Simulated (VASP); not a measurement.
## Si2Ni: relaxation of cell and atoms with PBE+U

The system is Si2Ni.

```
CELL_PARAMETERS angstrom
0.00000 2.70300 2.70300
2.70300 0.00000 2.70300
2.70300 2.70300 0.00000
ATOMIC_POSITIONS crystal
Ni 0.00000 0.00000 0.00000
Si 0.75000 0.75000 0.75000
Si 0.25000 0.25000 0.25000
```

```yaml
Program: VASP 6.6.1
Task: relaxation of cell and atoms
Functional: PBE
Potentials_or_basis: VASP PAW PBE potentials, release 64 (Ni, Si)
Cutoff: 600 eV
k_mesh: 9 × 9 × 9
Occupations: fermi-dirac, width 0.05 eV
Spin: collinear spin, ferromagnetic start
Starting_moments: "[1.0, 0.0, 0.0] μB"
Hubbard_terms: Ni d U = 4.0 eV
Dipole_correction: no
Further_INCAR_settings: ALGO = Normal; EDIFF = 1e-07; IBRION = 2; EDIFFG = -0.01; NSW = 60; ISIF = 3
```

```json
{"Pressure after relaxing": "0.0 GPa", "Band gap on the k mesh": "zero (filled and empty bands overlap)", "Net moment": "0.00 μB per cell", "Valence electrons inside the program's atomic spheres": "Ni 9.97; Si 1.58"}
```

Final structure:
```
Ni Si
1.0
     0.00000    2.70300    2.70300
     2.70300    0.00000    2.70300
     2.70300    2.70300    0.00000
Ni Si
1 2
Direct
  0.00000 0.00000 0.00000
  0.75000 0.75000 0.75000
  0.25000 0.25000 0.25000
```

Levels at points of the mesh, in eV from the Fermi level:
Spin up:
| k point | band 7 | band 8 | band 9 | band 10 | band 11 | band 12 |
| --- | --- | --- | --- | --- | --- | --- |
| (0.00, 0.00, 0.00) | -0.18 | 1.65 | 1.65 | 1.65 | 2.58 | 2.58 |
Spin down:
| k point | band 7 | band 8 | band 9 | band 10 | band 11 | band 12 |
| --- | --- | --- | --- | --- | --- | --- |
| (0.00, 0.00, 0.00) | -0.18 | 1.65 | 1.65 | 1.65 | 2.58 | 2.58 |

Eigenvalues of the final occupation matrices:
```tsv
site	spin	trace	eigenvalues
site 1 d	1	4.35	0.85 0.85 0.85 0.90 0.90
site 1 d	2	4.35	0.85 0.85 0.85 0.90 0.90
```

It took 24 s on 1 thread of Intel(R) Xeon(R) 6975P-C (Granite Rapids), with other jobs on the host, peak memory 0.22 GiB.

Caveat: the relaxation stopped at its first step, so nothing moved; the U is typed as a test and isn't derived for this compound. The state reached can hang on the start; a lower one may exist.
